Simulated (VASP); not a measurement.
# Zn2GeO3: single point with PBE

Zn2GeO3:

```
CELL_PARAMETERS angstrom
2.39281 1.38149 3.93540
-2.39281 1.38149 3.93540
0.00000 -2.76297 3.93540
ATOMIC_POSITIONS crystal
Zn 0.62237 0.62237 0.62237
Zn 0.37763 0.37763 0.37763
Ge 0.00000 0.00000 0.00000
O 0.50000 0.00000 0.00000
O 0.00000 0.50000 0.00000
O 0.00000 0.00000 0.50000
```

The cell was generated, and may not be a known phase.

```yaml
Program: VASP 6.6.1
Task: single point
Functional: PBE
Potentials_or_basis: VASP PAW PBE potentials, release 64 (Zn, Ge_d, O)
Cutoff: 520 eV
k_mesh: 6 × 6 × 6
Occupations: gaussian, width 0.1 eV
Spin: no spin polarisation
```

The pressure is -5.8 GPa, the largest force is 0.372 eV/Å and the band gap on the k mesh is zero (bands 28 and 29 overlap by 0.74 eV).

Forces in eV/Å, atoms in the order of the input:
```
Zn   0.000  0.000 -0.372
Zn   0.000  0.000  0.372
Ge   0.000  0.000  0.000
O    0.000  0.000  0.000
O    0.000  0.000  0.000
O    0.000  0.000  0.000
```

Stress tensor (GPa, compression positive):
```
 -0.78   0.00   0.00
  0.00  -0.78   0.00
  0.00   0.00 -15.94
```

Levels at points of the mesh, in eV from the Fermi level:
```csv
k point,band 26,band 27,band 28,band 29,band 30,band 31
"(0.00, 0.00, 0.00)",-1.73,-0.16,0.37,0.37,2.63,2.63
"(0.50, 0.00, 0.00)",-1.67,-1.65,-0.64,-0.06,0.29,1.90
"(0.50, 0.50, 0.00)",-1.63,-0.67,-0.67,0.31,0.38,0.76
"(0.50, 0.50, 0.50)",-0.14,-0.13,0.41,0.41,0.65,0.65
```

Wall time 45 s on 1 thread of Intel(R) Xeon(R) 6975P-C (Granite Rapids) (shared host), peak memory 0.24 GiB.

Caveat: the stress differs along the axes, from -16 to -1 GPa.
